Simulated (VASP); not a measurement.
Runs of VASP 6.6.1 on GaP. Symmetry: F-43m, No. 216, cubic system. The conventional cell has a = 5.451 Å, b = 5.451 Å, c = 5.451 Å, α = 90.00°, β = 90.00°, γ = 90.00°. Ga (site symmetry -43m) has 4 P at 2.36 Å within 3.1 Å. P (site symmetry -43m) has 4 Ga at 2.36 Å within 3.1 Å. 

| k mesh | smearing | gap on the mesh (eV) | pressure (GPa) |
| --- | --- | --- | --- |
| 6 × 6 × 6 | gaussian 0.5 eV | 1.91 | 0.0 |
| 6 × 6 × 6 | gaussian 0.01 eV | 1.91 | 0.0 |
| 6 × 6 × 6 | methfessel-paxton 0.05 eV | 1.91 | 0.0 |
| 4 × 4 × 4 | gaussian 0.01 eV | 1.88 | 0.4 |
| 2 × 2 × 2 | gaussian 0.01 eV | (a) | 7.0 |

Alike in all rows: task single point; level r2SCAN; potentials or basis VASP PAW PBE potentials, release 64 (Ga_d, P); no spin polarisation; cell as given; cutoff (eV) 520.

Fill in the values left out.

(a) 1.67.

Caveats: some runs use coarse meshes; the PAW data sets were made with another functional, which shifts forces and pressure a little.

A k mesh can miss the band edges, and the runs leave out spin-orbit coupling on Ga.
